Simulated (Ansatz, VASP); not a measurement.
**Two plane-wave programs on BaTiO3**

```
CELL_PARAMETERS angstrom
3.92813 0.00000 0.00000
0.00000 3.92813 0.00000
0.00000 0.00000 3.92813
ATOMIC_POSITIONS crystal
Ba 0.50023 0.50000 0.50000
Ti 0.00847 0.00000 0.00000
O 0.48622 0.00000 0.00000
O 0.99323 0.50000 0.00000
O 0.99323 0.00000 0.50000
```

Change from the starting cell: mode 1 frozen in at -0.056 Å, equal normal strain along x, y and z -0.0250.

Alike in both runs: task single point; functional PBE; k mesh 8 × 8 × 8; occupations gaussian, width 0.05 eV; no spin polarisation; Hubbard terms Ti d U = 4.0 eV.

```csv
,VASP,Ansatz
version,VASP 6.6.1,Ansatz 0.2.0
potentials or method,"VASP PAW PBE potentials, release 64 (Ba_sv, Ti_sv, O), cutoff 520 eV","scalar-relativistic, plane waves, PAW"
valence electrons in the cell,40,40
```

```tsv
	VASP	Ansatz	Ansatz less VASP
gap on the k mesh at the Fermi level (eV)	2.37	2.44	+0.072
least direct gap on the mesh (eV)	2.57	2.59	+0.021
pressure (GPa)	19.7	15.1	-4.60
traceless stress, the component that is largest in VASP (GPa)	1.06	0.86	-0.201
rms of the force components (eV/Å)	0.242	0.124	-0.1181
```

The programs project onto different local orbitals, so the same U acts differently, and such runs can settle in different states. Atom by atom the forces differ by 0.121 eV/Å (rms over components).

Neither program's run includes spin-orbit coupling.
